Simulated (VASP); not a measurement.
ZrB2 (d3):

```xyz
3
Lattice="3.1675 0.0000 0.0000 -1.5838 2.7432 0.0000 0.0000 0.0000 3.5524" Properties=species:S:1:pos:R:3 pbc="T T T"
Zr    0.0000    0.0000    0.0000
B     0.0000    1.8288    1.7762
B     1.5838    0.9144    1.7762
```

| Quantity | Value |
| --- | --- |
| Program | VASP 6.6.1 |
| Task | relaxation of cell and atoms |
| Functional | PBE |
| Dispersion | D3(BJ) |
| Potentials or basis | VASP PAW PBE potentials, release 64 (Zr_sv, B) |
| Cutoff | 500 eV |
| k mesh | 15 × 15 × 12 |
| Occupations | gaussian, width 0.1 eV |
| Spin | no spin polarisation |

At the start: pressure -6.1 GPa; volume 10.29 Å³/atom.

Q: Where does the relaxation end?

A: Over 8 steps the energy falls by 5.2 meV/atom and the volume is 10.03 Å³/atom (-2.6 %); space group P6/mmm (No. 191, to 0.05 Å).

Step by step:
```tsv
step	energy change (eV)	largest force (eV/Å)	pressure (GPa)	volume (Å³)
1	0.0000	0.0000	-6.10	30.87
2	0.0080	0.0000	8.35	29.15
3	-0.0154	0.0000	0.01	30.08
4	-0.0154	0.0000	0.13	30.07
5	-0.0157	0.0000	0.11	30.06
6	-0.0157	0.0000	0.11	30.06
7	-0.0157	0.0000	-0.11	30.09
8	-0.0157	0.0000	0.01	30.08
```

Final structure:
```xyz
3
Lattice="3.1450 0.0000 0.0000 -1.5725 2.7236 0.0000 0.0000 0.0000 3.5112" Properties=species:S:1:pos:R:3 pbc="T T T"
Zr    0.0000    0.0000    0.0000
B     0.0000    1.8157    1.7556
B     1.5725    0.9079    1.7556
```

Caveat: pairwise dispersion overbinds metals, which lowers pressure and volume.
